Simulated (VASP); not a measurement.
Here is a VASP 6.6.1 calculation.

INCAR

```
PREC = Accurate ; ENCUT = 520
EDIFF = 1E-6 ; ISMEAR = 0
SIGMA = 0.15 ; LREAL = F
LASPH = T ; NELM = 60
ALGO = Normal ; ISIF = 2
LWAVE = F ; LCHARG = F
NBANDS = 16
```

File KPOINTS:

```
regular mesh
0
Gamma
  16 16 16
```

The input POSCAR:

```
GaSb
1.0
   -2.6903114696      2.6903114696      1.4617000000
    2.6903114696     -2.6903114696      1.4617000000
    2.6903114696      2.6903114696     -1.4617000000
Ga Sb
1 1
Direct
    0.2500000000      0.7500000000      0.5000000000
    0.0000000000      0.0000000000      0.0000000000
```

Potentials or basis: VASP PAW LDA potentials, release 64 (Ga_d, Sb).

Launch:

```console
$ cat potpaw_LDA.64/Ga_d/POTCAR potpaw_LDA.64/Sb/POTCAR > POTCAR
$ mpirun -np 1 vasp_std > vasp.out
```

Predict the pressure.

4.0 GPa.

Predict the band gap on the k mesh.

zero (bands 9 and 10 overlap by 4.95 eV).

Stress tensor (GPa, compression positive):
```
2.66 0.00 0.00
0.00 2.66 0.00
0.00 0.00 6.63
```

Caveat: the cell stands under pressure; spin-orbit coupling is left out, which moves the levels of the heavy elements.
